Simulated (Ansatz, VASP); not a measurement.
FeO: VASP beside Ansatz

INCAR

```
SYSTEM = FeO
  ALGO = Normal
  EDIFF = 1E-6
  ENCUT = 600
  GGA = PE
  GGA_COMPAT = .FALSE.
  ISIF = 2
  ISMEAR = -1
  ISPIN = 2
  LASPH = .TRUE.
  LCHARG = .TRUE.
  LELF = .TRUE.
  LMAXMIX = 4
  LORBIT = 11
  LREAL = .FALSE.
  LVHAR = .TRUE.
  LWAVE = .FALSE.
  MAGMOM = 3 0
  NBANDS = 22
  NELM = 200
  PREC = Accurate
  SIGMA = 0.05
```

File KPOINTS:

```
k-points
0
G
  10 10 10
  0 0 0
```

The input POSCAR:

```
FeO
1.0
    0.0000000000      2.3496915246      2.3496915246
    2.3496915246      0.0000000000      2.3496915246
    2.3496915246      2.3496915246      0.0000000000
Fe O
1 1
Direct
    0.0000000000      0.0000000000      0.0000000000
    0.2500000000      0.2500000000      0.2500000000
```

The input input.yaml:

```yaml
crystal:
  lattice:
    - [0.0, 2.3496915246, 2.3496915246]
    - [2.3496915246, 0.0, 2.3496915246]
    - [2.3496915246, 2.3496915246, 0.0]
  atoms:
    - { symbol: Fe, position: [0.0, 0.0, 0.0], spin: 3.0 }
    - { symbol: O, position: [0.25, 0.25, 0.25] }
hamiltonian:
  xc: pbe
  pseudopotentials: { kind: paw }
magnetization:
  spin_polarized: true
kpoints:
  mp_grid: { grid: [10, 10, 10] }
scf:
  occupations: { method: fermi_dirac, width: 0.05 }
output:
  forces: true
  stress: true
  eigenvalues: true
```

Alike in both runs: task single point; functional PBE; k mesh 10 × 10 × 10; occupations fermi-dirac, width 0.05 eV; collinear spin.

|  | VASP | Ansatz |
| --- | --- | --- |
| version | VASP 6.6.1 | Ansatz 0.2.0 |
| potentials or method | VASP PAW PBE potentials, release 64 (Fe_sv, O) | Ansatz PAW |
| plane-wave cutoff (eV) | 600 | 420 |
| valence electrons in the cell | 22 | 22 |

Ansatz gave:

* gap on the k mesh at the Fermi level (eV): none
* pressure (GPa): -8.0
* net moment per atom (μB): 2.01
* size of the moment on the site where the two differ most (μB): 3.36

Task: Estimate VASP's values.

Result: gap on the k mesh at the Fermi level (eV): none; pressure (GPa): -9.9; net moment per atom (μB): 2.01; size of the moment on the site where the two differ most (μB): 3.46.

Site moments also hang on the region over which each program counts them. A gap of «none» marks a metal or a gap that the smearing closes.
